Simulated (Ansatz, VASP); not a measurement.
**Two plane-wave programs on Ta**

```
Ta
1.0
     3.31905    0.00000    0.00000
     0.00000    3.31905    0.00000
     0.00000    0.00000   24.95716
Ta
7
Direct
  0.50000 0.50000 0.30051
  0.00000 0.00000 0.36701
  0.50000 0.50000 0.43350
  0.00000 0.00000 0.50000
  0.50000 0.50000 0.56650
  0.00000 0.00000 0.63299
  0.50000 0.50000 0.69949
```

Alike in both runs: task single point; functional PBE; k mesh 10 × 10 × 1; occupations gaussian, width 0.1 eV; no spin polarisation.

|  | VASP | Ansatz |
| --- | --- | --- |
| version | VASP 6.6.1 | Ansatz 0.2.0 |
| potentials or method | VASP PAW PBE potentials, release 64 (Ta_pv), cutoff 520 eV | scalar-relativistic, plane waves, PAW |
| valence electrons in the cell | 77 | 91 |

VASP gave:

```
gap on the k mesh at the Fermi level (eV) : none
rms of the force components (eV/Å)        : 0.519
```

Problem. Estimate Ansatz's values.

Solution. gap on the k mesh at the Fermi level (eV): none; rms of the force components (eV/Å): 0.517.

Atom by atom the forces differ by 0.003 eV/Å (rms over components). A gap of «none» marks a metal or a gap that the smearing closes. The functional is the same, so the differences come from potentials, cutoffs and numerics. VASP's potentials hold 77 valence electrons a cell and Ansatz's 91, so a difference there can come from the potentials and not from the codes. Ansatz's warnings: xc potential rough in thin density.

Neither program's run includes spin-orbit coupling.
